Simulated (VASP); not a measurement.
**TaN: single point with LDA**

TaN:

```
Ta N
1.0
     0.00000    2.17384    2.17384
     2.17384    0.00000    2.17384
     2.17384    2.17384    0.00000
Ta N
1 1
Cartesian
  2.1738 2.1738 2.1738
  0.0000 0.0000 0.0000
```

| Quantity | Value |
| --- | --- |
| Program | VASP 6.6.1 |
| Task | single point |
| Functional | LDA |
| Potentials or basis | VASP PAW LDA potentials, release 64 (Ta_pv, N) |
| Cutoff | 520 eV |
| k mesh | 16 × 16 × 16 |
| Occupations | gaussian, width 0.1 eV |
| Spin | no spin polarisation |
| Dipole correction | no |
| Further INCAR settings | ALGO = Normal; EDIFF = 1e-07; NBANDS = 15 |

The pressure is 2.3 GPa. The band gap on the k mesh is zero (band 8 reaches 11.79 eV, above the bottom of band 9 at 7.57 eV).

Levels at points of the mesh, in eV from the Fermi level:
| k point | band 6 | band 7 | band 8 | band 9 | band 10 | band 11 |
| --- | --- | --- | --- | --- | --- | --- |
| (0.00, 0.00, 0.00) | -3.86 | -3.86 | -2.22 | -2.22 | -2.22 | 0.01 |
| (0.50, 0.00, 0.00) | -7.81 | -7.81 | 2.00 | 2.00 | 2.12 | 4.08 |
| (0.50, 0.50, 0.00) | -5.70 | -4.64 | -4.64 | 2.17 | 3.74 | 3.74 |

Wall time 12 s on 1 thread of Intel(R) Xeon(R) 6975P-C (Granite Rapids), on a shared host, peak memory 0.16 GiB.

Caveat: spin-orbit coupling is left out, which moves the levels of the heavy elements.
